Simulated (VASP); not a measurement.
# VMoS4 (P-3m1) in VASP: notebook

VMoS4 is run at these levels: PBE, LDA; tasks: single point.

Everything below comes from runs of VASP 6.6.1. Logs are shortened: lines on timing, memory, paths and dates and some standing lists are left out, and cuts for length are marked.

### Step 1. The cell of the first run

It takes space group P-3m1 (No. 164, trigonal). The conventional cell has a = 3.188 Å, b = 3.188 Å, c = 13.580 Å, α = 90.00°, β = 90.00°, γ = 120.00°. V (site symmetry -3m) has 6 S at 2.35 Å and 6 V at 3.19 Å within 3.2 Å. Mo (site symmetry -3m) has 6 S at 2.43 Å and 6 Mo at 3.19 Å within 3.2 Å. S (site symmetry 3m) has 3 V at 2.35 Å and 6 S at 3.19 Å within 3.2 Å. S (site symmetry 3m) has 3 Mo at 2.43 Å and 6 S at 3.19 Å within 3.2 Å.

### Step 2. Single point, PBE

Contents of INCAR:

```
ALGO = Normal
EDIFF = 1E-6
ENCUT = 520
GGA = PE
ISIF = 2
ISMEAR = 0
LASPH = T
LCHARG = F
LREAL = F
LWAVE = F
NBANDS = 34
NELM = 100
PREC = Accurate
SIGMA = 0.1
```

Contents of KPOINTS:

```
k-points
0
Gamma
  12 12 4
```

Contents of POSCAR:

```
VMoS4
1.0
    3.1881557966      0.0000000000      0.0000000000
   -1.5940778983      2.7610239111      0.0000000000
    0.0000000000      0.0000000000     13.5803034682
V Mo S
1 1 4
Direct
    0.0000000000      0.0000000000      0.5000000000
    0.0000000000      0.0000000000      0.0000000000
    0.6666666667      0.3333333333      0.3921280907
    0.6666666667      0.3333333333      0.8832414141
    0.3333333333      0.6666666667      0.1167585859
    0.3333333333      0.6666666667      0.6078719093
```

Potentials or basis: VASP PAW PBE potentials, release 64 (V_sv, Mo_sv, S).

On the command line:

```sh
$ cat potpaw_PBE.64/V_sv/POTCAR potpaw_PBE.64/Mo_sv/POTCAR potpaw_PBE.64/S/POTCAR > POTCAR
$ mpirun -np 1 vasp_std > vasp.out
```

OUTCAR:

```text
EDIFF = 1E-6
   ENCUT = 520
   GGA = PE
   ISIF = 2
   ISMEAR = 0
   LASPH = T
   LREAL = F
   NELM = 100
   PREC = Accurate

 ion  position               nearest neighbor table
   1  0.000  0.000  0.500-   3 2.35   6 2.35   3 2.35   6 2.35   3 2.35   6 2.35
   2  0.000  0.000  0.000-   4 2.43   5 2.43   4 2.43   5 2.43   4 2.43   5 2.43
   3  0.667  0.333  0.392-   1 2.35   1 2.35   1 2.35
   4  0.667  0.333  0.883-   2 2.43   2 2.43   2 2.43
   5  0.333  0.667  0.117-   2 2.43   2 2.43   2 2.43
   6  0.333  0.667  0.608-   1 2.35   1 2.35   1 2.35

  LATTYP: Found a hexagonal cell.
 ALAT       =     3.1881557966
 C/A-ratio  =     4.2596109897

  Lattice vectors:

 A1 = (   3.1881557966,   0.0000000000,   0.0000000000)
 A2 = (  -1.5940778983,   2.7610239111,   0.0000000000)
 A3 = (   0.0000000000,   0.0000000000,  13.5803034682)

Analysis of symmetry for initial positions (statically):
=====================================================================
 Subroutine PRICEL returns:
 Original cell was already a primitive cell.

 Routine SETGRP: Setting up the symmetry group for a
 hexagonal supercell.

 Subroutine GETGRP returns: Found 12 space group operations
 (whereof 12 operations were pure point group operations)
 out of a pool of 24 trial point group operations.

The static configuration has the point symmetry D_3d.

Analysis of symmetry for dynamics (positions and initial velocities):
=====================================================================
 Subroutine PRICEL returns:
 Original cell was already a primitive cell.

 Routine SETGRP: Setting up the symmetry group for a
 hexagonal supercell.

 Subroutine GETGRP returns: Found 12 space group operations
 (whereof 12 operations were pure point group operations)
 out of a pool of 24 trial point group operations.

The dynamic configuration has the point symmetry D_3d.

 Subroutine INISYM returns: Found 12 space group operations
 (whereof 12 operations are pure point group operations),
 and found     1 'primitive' translations

----------------------------------------------------------------------------------------

                                     Primitive cell

  volume of cell :     119.5416

  direct lattice vectors                    reciprocal lattice vectors
     3.188155797  0.000000000  0.000000000     0.313660958  0.181092238  0.000000000
    -1.594077898  2.761023911  0.000000000     0.000000000  0.362184477  0.000000000
     0.000000000  0.000000000 13.580303468     0.000000000  0.000000000  0.073636057

  length of vectors
     3.188155797  3.188155797 13.580303468     0.362184477  0.362184477  0.073636057

  position of ions in fractional coordinates (direct lattice)
     0.000000000  0.000000000  0.500000000
     0.000000000  0.000000000  0.000000000
     0.666666667  0.333333333  0.392128091
     0.666666667  0.333333333  0.883241414
     0.333333333  0.666666667  0.116758586
     0.333333333  0.666666667  0.607871909

  ion indices of the primitive-cell ions
   primitive index   ion index
                 1           1
                 2           2
                 3           3
                 4           4
                 5           5
                 6           6

----------------------------------------------------------------------------------------

 KPOINTS: k-points

Automatic generation of k-mesh.
 Grid dimensions read from file:
 generate k-points for:   12   12    4

 Generating k-lattice:

  Cartesian coordinates                     Fractional coordinates (reciprocal lattice)
     0.026138413  0.015091020  0.000000000     0.083333333  0.000000000  0.000000000
     0.000000000  0.030182040  0.000000000     0.000000000  0.083333333  0.000000000
     0.000000000  0.000000000  0.018409014     0.000000000  0.000000000  0.250000000

  Length of vectors
     0.030182040  0.030182040  0.018409014

  Shift w.r.t. Gamma in fractional coordinates (k-lattice)
     0.000000000  0.000000000  0.000000000

 Subroutine IBZKPT returns following result:
[... 42 lines left out ...]
 non-spin polarized calculation
 Gauss-broadening in eV      SIGMA  =   0.10
  energy-cutoff  :      520.00
  volume of cell :      119.54
 maximum number of plane-waves:      3252
   NGX = 11   NGY = 11   NGZ = 51

 number of electron      51.0000008 magnetization

 Free energy of the ion-electron system (eV)
  ---------------------------------------------------
  ext. energy  EPLUGINS =         0.00000000
  ---------------------------------------------------
  free energy    TOTEN  =       -40.86459052 eV

  energy without entropy =      -40.84485806  energy(sigma->0) =      -40.85472429

 E-fermi :   5.5751     XC(G=0):  -9.8449

 val. band max:        5.5722614209   @ k =   0.0000   0.0833   0.2500
 cond. band min:       5.5767573242   @ k =   0.1667   0.1667   0.5000
 fundamental gap:      0.0044959033
 Fermi energy:         5.5751450046

 k-point     1 :       0.0000    0.0000    0.0000
  band No.  band energies     occupation
      1     -59.2268      2.00000
      2     -56.2261      2.00000
      3     -33.0529      2.00000
      4     -33.0529      2.00000
      5     -32.9785      2.00000
      6     -30.2648      2.00000
[... 26 lines left out ...]
     33       8.9297      0.00000
     34       8.9297      0.00000

 k-point     2 :       0.0833   -0.0000    0.0000
  band No.  band energies     occupation
      1     -59.2258      2.00000
      2     -56.2237      2.00000
      3     -33.0624      2.00000
      4     -33.0551      2.00000
      5     -32.9767      2.00000
      6     -30.2600      2.00000
[... 26 lines left out ...]
     33       8.7151      0.00000
     34       8.8475      0.00000

 k-point     3 :       0.1667   -0.0000    0.0000
  band No.  band energies     occupation
      1     -59.2231      2.00000
      2     -56.2170      2.00000
      3     -33.0882      2.00000
      4     -33.0611      2.00000
      5     -32.9718      2.00000
      6     -30.2947      2.00000
[... 26 lines left out ...]
     33       8.6536      0.00000
     34       8.7072      0.00000
[... 704 lines left out ...]
 k-point    23 :       0.1667   -0.0000    0.2500
  band No.  band energies     occupation
      1     -59.2231      2.00000
      2     -56.2170      2.00000
      3     -33.0882      2.00000
      4     -33.0611      2.00000
      5     -32.9718      2.00000
      6     -30.2947      2.00000
[... 26 lines left out ...]
     33       8.6456      0.00000
     34       8.7151      0.00000

 k-point    24 :       0.0000    0.1667    0.2500
  band No.  band energies     occupation
      1     -59.2231      2.00000
      2     -56.2170      2.00000
      3     -33.0882      2.00000
      4     -33.0611      2.00000
      5     -32.9718      2.00000
      6     -30.2947      2.00000
[... 26 lines left out ...]
     33       8.6455      0.00000
     34       8.7153      0.00000

 [... further k-points ...]
[... 5 lines left out ...]
  --------------------------------------------------------------------------------------
  -------------------------------------------------------------------------------------
  Total       -0.0795006     -0.0795006     -0.0752685      0.0000000      0.0000000     -0.0000000
  in kB       -1.0655211     -1.0655211     -1.0087987      0.0000000      0.0000000     -0.0000000
  external PRESSURE =      -1.0466137 kB  Pullay stress =       0.0000000 kB

 VOLUME and BASIS-vectors are now :
 -----------------------------------------------------------------------------
  energy-cutoff  :      520.00
  volume of cell :      119.54
      direct lattice vectors                 reciprocal lattice vectors
     3.188155797  0.000000000  0.000000000     0.313660958  0.181092238  0.000000000
    -1.594077898  2.761023911  0.000000000     0.000000000  0.362184477  0.000000000
     0.000000000  0.000000000 13.580303468     0.000000000  0.000000000  0.073636057

 POSITION                                       TOTAL-FORCE (eV/Angst)
 -----------------------------------------------------------------------------------
      0.00000      0.00000      6.79015         0.000000      0.000000     -0.000000
      0.00000      0.00000      0.00000         0.000000      0.000000     -0.000000
      1.59408      0.92034      5.32522        -0.000000     -0.000000     -0.002919
      1.59408      0.92034     11.99469         0.000000     -0.000000      0.007463
     -0.00000      1.84068      1.58562        -0.000000      0.000000     -0.007463
     -0.00000      1.84068      8.25508         0.000000      0.000000      0.002919
 -----------------------------------------------------------------------------------
    total drift:                                0.000000     -0.000000      0.000000

  FREE ENERGIE OF THE ION-ELECTRON SYSTEM (eV)
  ---------------------------------------------------
  free  energy   TOTEN  =       -40.8645905213 eV

  energy  without entropy=      -40.8448580576  energy(sigma->0) =      -40.85472429
```

Wall time 2.1 min (1 thread of Intel Xeon 6975P-C (Granite Rapids), shared host); peak memory 0.41 GiB.

Results:

```yaml
Free_energy: -40.8646 eV
Pressure: -0.1 GPa
Largest_force: 0.007 eV/Å
Band_gap_on_the_k_mesh: zero (an odd number of electrons rules out a gap without spin polarisation)
```

Forces in eV/Å, atoms in the order of the input:
```
V    0.000  0.000  0.000
Mo   0.000  0.000  0.000
S    0.000  0.000 -0.003
S    0.000  0.000  0.007
S    0.000  0.000 -0.007
S    0.000  0.000  0.003
```

Caveat: this functional lacks dispersion, which binds the layers, so the pressure and a relaxed spacing across them are unreliable; the run has no spin polarisation, though such a crystal can be magnetic. With open d or f shells a metallic result of PBE can be an artefact of self-interaction; +U or a hybrid may open a gap.

### Step 3. Single point, LDA

Contents of INCAR:

```
  ALGO = Normal
  EDIFF = 1E-6
  ENCUT = 520
  ISIF = 2
  ISMEAR = 0
  LASPH = True
  LCHARG = True
  LELF = True
  LREAL = False
  LVHAR = True
  LWAVE = False
  NBANDS = 34
  NELM = 80
  PREC = Accurate
  SIGMA = 0.1
```

KPOINTS is that of step 2.

POSCAR is that of step 2.

Potentials or basis: VASP PAW LDA potentials, release 64 (V_sv, Mo_sv, S).

On the command line:

```sh
$ cat potpaw_LDA.64/V_sv/POTCAR potpaw_LDA.64/Mo_sv/POTCAR potpaw_LDA.64/S/POTCAR > POTCAR
$ mpirun -np 1 vasp_std > vasp.out
```

Run time: 2.3 min. Hardware: 1 thread of Intel Xeon 6975P-C (Granite Rapids), shared host; peak memory 0.37 GiB.

It converged, with:

```yaml
Free_energy: -45.5551 eV
Pressure: -6.4 GPa
Largest_force: 0.494 eV/Å
Band_gap_on_the_k_mesh: zero (an odd number of electrons rules out a gap without spin polarisation)
```

Forces in eV/Å, atoms in the order of the input:
```
V    0.000  0.000  0.000
Mo   0.000  0.000  0.000
S    0.000  0.000  0.494
S    0.000  0.000  0.478
S    0.000  0.000 -0.478
S    0.000  0.000 -0.494
```

Stress tensor (GPa, compression positive):
```
-6.75  0.00  0.00
 0.00 -6.75  0.00
 0.00  0.00 -5.71
```

Levels at points of the mesh, in eV from the Fermi level:
| k point | band 22 | band 23 | band 24 | band 25 | band 26 | band 27 | band 28 | band 29 | band 30 | band 31 |
| --- | --- | --- | --- | --- | --- | --- | --- | --- | --- | --- |
| (0.00, 0.00, 0.00) | -0.90 | -0.90 | -0.16 | -0.16 | -0.12 | -0.12 | 0.27 | 0.48 | 0.48 | 3.22 |
| (0.50, 0.00, 0.00) | -2.26 | -2.06 | -1.53 | -1.19 | -0.75 | 0.95 | 1.09 | 1.49 | 1.79 | 3.25 |
| (0.00, 0.00, 0.50) | -0.90 | -0.72 | -0.16 | -0.16 | -0.12 | -0.12 | 0.23 | 0.48 | 0.48 | 3.23 |
| (0.50, 0.00, 0.50) | -2.41 | -2.00 | -1.53 | -1.19 | -0.74 | 0.95 | 1.09 | 1.49 | 1.79 | 3.27 |

Caveat: the cell stands under tension; the run has no spin polarisation, though such a crystal can be magnetic.

### Step 4. Single point, PBE, collinear spin, ferromagnetic start

This run uses another cell than the first one, of 19.66 Å³/atom.

Contents of INCAR:

```
PREC = Accurate
ENCUT = 520
EDIFF = 1E-7
ISMEAR = 0
SIGMA = 0.1
LREAL = False
LASPH = True
NELM = 150
ALGO = Normal
ISIF = 2
LWAVE = False
LCHARG = False
ISPIN = 2
MAGMOM = 2 1 0 0 0 0
LORBIT = 11
LMAXMIX = 4
GGA = PE
NBANDS = 38
```

Contents of KPOINTS:

```
regular mesh
0
Gamma
  6 6 2
```

Contents of POSCAR:

```
VMoS4
1.0
    3.1969639887     -0.0000000027      0.0000000000
   -1.5984819920      2.7686520305      0.0000000000
    0.0000000000      0.0000000000     13.3283056385
V Mo S
1 1 4
Direct
    0.0000000000      0.0000000000      0.5000000000
    0.0000000000      0.0000000000      0.0000000000
    0.6666666667      0.3333333333      0.3901175490
    0.6666666667      0.3333333333      0.8817226443
    0.3333333333      0.6666666667      0.1182773557
    0.3333333333      0.6666666667      0.6098824510
```

Potentials or basis: VASP PAW PBE potentials, release 64 (V_sv, Mo_sv, S).

On the command line:

```sh
$ cat potpaw_PBE.64/V_sv/POTCAR potpaw_PBE.64/Mo_sv/POTCAR potpaw_PBE.64/S/POTCAR > POTCAR
$ mpirun -np 1 vasp_std > vasp.out
```

Run time: 1.7 min. Hardware: 1 thread of Intel Xeon 6975P-C (Granite Rapids), shared host; peak memory 0.34 GiB.

Results (log left out):

```yaml
Free_energy: -40.8897 eV
Pressure: -0.3 GPa
Largest_force: 0.038 eV/Å
Net_moment: 0.00 μB per cell
Valence_electrons_inside_the_program's_atomic_spheres: V 11.54; Mo 12.38; S 3.69
```

Forces on the atoms (eV/Å):
```
V    0.000  0.000  0.000
Mo   0.000  0.000  0.000
S    0.000  0.000  0.038
S    0.000  0.000 -0.018
S    0.000  0.000  0.018
S    0.000  0.000 -0.038
```

Stress tensor (GPa, compression positive):
```
-0.39  0.00  0.00
 0.00 -0.39  0.00
 0.00  0.00 -0.08
```

Levels at points of the mesh, in eV from the Fermi level:
Spin up:
| k point | band 23 | band 24 | band 25 | band 26 | band 27 | band 28 | band 29 | band 30 |
| --- | --- | --- | --- | --- | --- | --- | --- | --- |
| (0.00, 0.00, 0.00) | -0.76 | -0.22 | -0.22 | -0.09 | -0.09 | 0.24 | 0.25 | 0.25 |
| (0.50, 0.00, 0.00) | -1.91 | -1.46 | -1.39 | -0.84 | 0.83 | 1.17 | 1.39 | 1.91 |
| (0.00, 0.00, 0.50) | -0.54 | -0.22 | -0.22 | -0.09 | -0.09 | 0.18 | 0.25 | 0.25 |
| (0.50, 0.00, 0.50) | -1.86 | -1.45 | -1.41 | -0.83 | 0.83 | 1.17 | 1.39 | 1.91 |
Spin down:
```tsv
k point	band 24	band 25	band 26	band 27	band 28	band 29
(0.00, 0.00, 0.00)	-0.22	-0.22	-0.09	-0.09	0.24	0.25
(0.50, 0.00, 0.00)	-1.46	-1.39	-0.84	0.83	1.17	1.38
(0.00, 0.00, 0.50)	-0.22	-0.22	-0.09	-0.09	0.18	0.25
(0.50, 0.00, 0.50)	-1.45	-1.41	-0.83	0.83	1.17	1.39
```

Caveat: the k points lie up to 0.38 Å⁻¹ apart; this functional lacks dispersion, which binds the layers, so the pressure and a relaxed spacing across them are unreliable.

### Step 5. Single point, PBE, collinear spin, ferromagnetic start

This run uses another cell than the first one, of 21.05 Å³/atom.

Contents of INCAR:

```
PREC = Accurate
ENCUT = 520
EDIFF = 1E-6
ISMEAR = 0
SIGMA = 0.1
LREAL = F
LASPH = T
NELM = 150
ALGO = Normal
ISIF = 2
LWAVE = F
LCHARG = F
ISPIN = 2
MAGMOM = 2 1 0 0 0 0
LORBIT = 11
LMAXMIX = 4
GGA = PE
NBANDS = 38
```

Contents of KPOINTS:

```
Automatic mesh
0
Gamma
  6 6 2
```

Contents of POSCAR:

```
VMoS4
1.0
    3.4251380300      0.0000000000      0.0000000000
   -1.7125690100      2.9662565400      0.0000000000
    0.0000000000      0.0000000000     12.4303792300
V Mo S
1 1 4
Direct
    0.0000000000      0.0000000000      0.5000000000
    0.0000000000      0.0000000000      0.0000000000
    0.6666666700      0.3333333300      0.3803116700
    0.6666666700      0.3333333300      0.8803116700
    0.3333333300      0.6666666700      0.1196883300
    0.3333333300      0.6666666700      0.6196883300
```

On the command line:

```sh
$ cat potpaw_PBE.64/V_sv/POTCAR potpaw_PBE.64/Mo_sv/POTCAR potpaw_PBE.64/S/POTCAR > POTCAR
$ mpirun -np 1 vasp_std > vasp.out
```

Wall time 98 s (1 thread of Intel Xeon 6975P-C (Granite Rapids), shared host); peak memory 0.38 GiB.

The run converged. Its results:

| Quantity | Value |
| --- | --- |
| Free energy | -40.2774 eV |
| Pressure | -8.7 GPa |
| Largest force | 1.268 eV/Å |
| Band gap on the k mesh | zero (filled and empty bands overlap) |
| Net moment | 1.03 μB per cell |
| Site moments | V +1.23; Mo -0.01; S -0.12, -0.00 (each value once) μB |
| Valence electrons inside the program's atomic spheres | V 11.27; Mo 12.19; S 3.66, 3.67 (each value once) |

Forces in eV/Å, atoms in the order of the input:
```
V    0.000  0.000  0.000
Mo   0.000  0.000  0.000
S    0.000  0.000  1.268
S    0.000  0.000  0.275
S    0.000  0.000 -0.275
S    0.000  0.000 -1.268
```

Stress tensor (GPa, compression positive):
```
-10.17   0.00   0.00
  0.00 -10.17   0.00
  0.00   0.00  -5.69
```

Levels at points of the mesh, in eV from the Fermi level:
Spin up:
```tsv
k point	band 23	band 24	band 25	band 26	band 27	band 28	band 29	band 30
(0.00, 0.00, 0.00)	-0.70	-0.70	-0.68	-0.68	-0.36	0.07	0.07	0.21
(0.50, 0.00, 0.00)	-1.84	-1.34	-1.31	-0.91	0.01	0.41	0.45	1.15
(0.00, 0.00, 0.50)	-0.70	-0.70	-0.67	-0.67	-0.09	0.07	0.07	0.18
(0.50, 0.00, 0.50)	-1.86	-1.32	-1.25	-0.92	0.01	0.41	0.45	1.16
```
Spin down:
```csv
k point,band 21,band 22,band 23,band 24,band 25,band 26,band 27,band 28,band 29,band 30
"(0.00, 0.00, 0.00)",-0.93,-0.93,-0.68,-0.68,-0.13,-0.13,-0.04,0.59,0.59,1.11
"(0.50, 0.00, 0.00)",-2.52,-1.88,-1.87,-1.44,-1.32,0.15,0.45,1.15,1.30,1.75
"(0.00, 0.00, 0.50)",-0.93,-0.93,-0.67,-0.67,-0.13,-0.13,0.17,0.59,0.59,1.10
"(0.50, 0.00, 0.50)",-2.40,-2.18,-1.86,-1.46,-1.25,0.16,0.45,1.15,1.30,1.75
```

Caveat: the cell stands under tension; this functional lacks dispersion, which binds the layers, so the pressure and a relaxed spacing across them are unreliable; forces of over 1 eV/Å act on the atoms, so gaps and moduli don't describe the material at rest.

### Step 6. The runs side by side

| level | potentials or basis | spin | cell | k mesh | gap on the mesh (eV) | pressure (GPa) | moment (μB) | largest force (eV/Å) |
| --- | --- | --- | --- | --- | --- | --- | --- | --- |
| PBE | VASP PAW PBE potentials, release 64 (V_sv, Mo_sv, S) | off | a = 3.188, b = 3.188, c = 13.580 Å, angles 90.0, 90.0, 120.0°, 6 atoms, atomic positions A | 12 × 12 × 4 | none | -0.1 | - | 0.01 |
| LDA | VASP PAW LDA potentials, release 64 (V_sv, Mo_sv, S) | off | a = 3.188, b = 3.188, c = 13.580 Å, angles 90.0, 90.0, 120.0°, 6 atoms, atomic positions A | 12 × 12 × 4 | none | -6.4 | - | 0.49 |
| PBE | VASP PAW PBE potentials, release 64 (V_sv, Mo_sv, S) | collinear, ferromagnetic start | a = 3.197, b = 3.197, c = 13.328 Å, angles 90.0, 90.0, 120.0°, 6 atoms, atomic positions B | 6 × 6 × 2 | none | -0.3 | 0.00 | 0.04 |
| PBE | VASP PAW PBE potentials, release 64 (V_sv, Mo_sv, S) | collinear, ferromagnetic start | a = 3.425, b = 3.425, c = 12.430 Å, angles 90.0, 90.0, 120.0°, 6 atoms, atomic positions C | 6 × 6 × 2 | none | -8.7 | 1.03 | 1.27 |

Alike in all rows: task single point; cutoff (eV) 520; smearing gaussian 0.1 eV.

Caveats: some runs use coarse meshes; this functional lacks dispersion, which binds the layers, so the pressure and a relaxed spacing across them are unreliable (at least some runs); the cell stands under tension (at least some runs); forces of over 1 eV/Å act on the atoms, so gaps and moduli don't describe the material at rest (at least some runs).

Total energies depend on the potentials used, so only differences within one code and one set of settings carry meaning.
